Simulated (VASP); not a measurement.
Write the native input for VASP 6.6.1 that does the following.

```
Task                   : single point
Functional             : PBE
Potentials or basis    : VASP PAW PBE potentials, release 64 (Zr_sv, F)
Cutoff                 : 520 eV
k mesh                 : 12 × 12 × 12
Occupations            : gaussian, width 0.1 eV
Spin                   : no spin polarisation
Dipole correction      : no
Further INCAR settings : ALGO = Normal; EDIFF = 1e-06; NBANDS = 22
```

The structure of Zr2F lies in POSCAR:

```
Zr2F
1.0
    0.0000000000      2.2524874582      6.3962591102
    2.2501542460      0.0000000000      6.3962591102
    2.2501542460      2.2524874582      0.0000000000
Zr F
2 1
Direct
    0.6676497054      0.6676497054      0.3323502946
    0.3323502946      0.3323502946      0.6676497054
    0.5000000000      0.5000000000      0.5000000000
```

The cell was built from a structure type or drawn by symmetry, and may not be a known phase.

The input as run:

INCAR

```
  PREC = Accurate
  ENCUT = 520
  EDIFF = 1E-6
  ISMEAR = 0
  SIGMA = 0.1
  LREAL = F
  LASPH = T
  NELM = 100
  ALGO = Normal
  ISIF = 2
  LWAVE = F
  LCHARG = F
  GGA = PE
  NBANDS = 22
```

KPOINTS

```
Automatic mesh
0
Gamma
  12 12 12
```

Potentials or basis: VASP PAW PBE potentials, release 64 (Zr_sv, F).

Command:

```bash
$ cat potpaw_PBE.64/Zr_sv/POTCAR potpaw_PBE.64/F/POTCAR > POTCAR
$ mpirun -np 1 vasp_std > vasp.out
```

Results of the run:

* Pressure: 0.0 GPa
* Largest force: 0.025 eV/Å
* Band gap on the k mesh: zero (an odd number of electrons rules out a gap without spin polarisation)

Caveat: an odd number of electrons without spin polarisation forces a metal; a magnetic or distorted state may lie lower.

It took 6.4 min on 1 thread of Intel(R) Xeon(R) 6975P-C (Granite Rapids), on a shared host, peak memory 0.49 GiB.
